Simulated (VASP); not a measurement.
Input of a VASP 6.6.1 run:

File INCAR:

```
SYSTEM = CdHg2Se3
ALGO = Normal
EDIFF = 1E-6
ENCUT = 520
GGA = PE
ISIF = 2
ISMEAR = 0
LASPH = .True.
LCHARG = .False.
LREAL = .False.
LWAVE = .False.
NBANDS = 66
NELM = 60
PREC = Accurate
SIGMA = 0.2
```

KPOINTS

```
k-points
0
Gamma
  6 6 1
  0 0 0
```

POSCAR

```
CdHg2Se3
1.0
    4.4120623234     -0.0012117930     -0.0019493934
   -2.2070653585      3.8285603273     -0.0022277354
   -0.0098090685     -0.0179920158     21.5838528305
Cd Hg Se
2 4 6
Direct
    0.0001182612      0.0025880467      0.0004744068
    0.0006406587     -0.0008790102      0.5004031812
    0.6674078657      0.3323823236      0.3338237604
    0.6649970027      0.3307543895      0.8337703636
    0.3346385821      0.6705765817      0.1661179299
    0.3327428775      0.6651304986      0.6660482779
    0.0006054241     -0.0005699850      0.3758089039
    0.9983134719      0.9979518681      0.8758653813
    0.6675212268      0.3358695063      0.2084963344
    0.6660797576      0.3317426981      0.7084120472
    0.3334738945      0.6689151290      0.0404129935
    0.3334609773      0.6655379535      0.5403664200
```

Potentials or basis: VASP PAW PBE potentials, release 64 (Cd, Hg, Se).

The run is started by

```bash
$ cat potpaw_PBE.64/Cd/POTCAR potpaw_PBE.64/Hg/POTCAR potpaw_PBE.64/Se/POTCAR > POTCAR
$ mpirun -np 1 vasp_std > vasp.out
```

Task: Predict the pressure.

Result: 0.2 GPa.

Task: What does it give for the largest force?

Result: 0.010 eV/Å.

Forces on the atoms (eV/Å):
```
Cd   0.003 -0.003  0.002
Cd  -0.007 -0.001  0.004
Hg  -0.003  0.005 -0.001
Hg  -0.004  0.004  0.001
Hg   0.002 -0.010 -0.001
Hg   0.001  0.001  0.001
Se   0.002 -0.004  0.002
Se   0.005 -0.001 -0.003
Se  -0.001  0.008 -0.006
Se  -0.001 -0.001 -0.001
Se  -0.002 -0.001  0.002
Se   0.006  0.001 -0.001
```
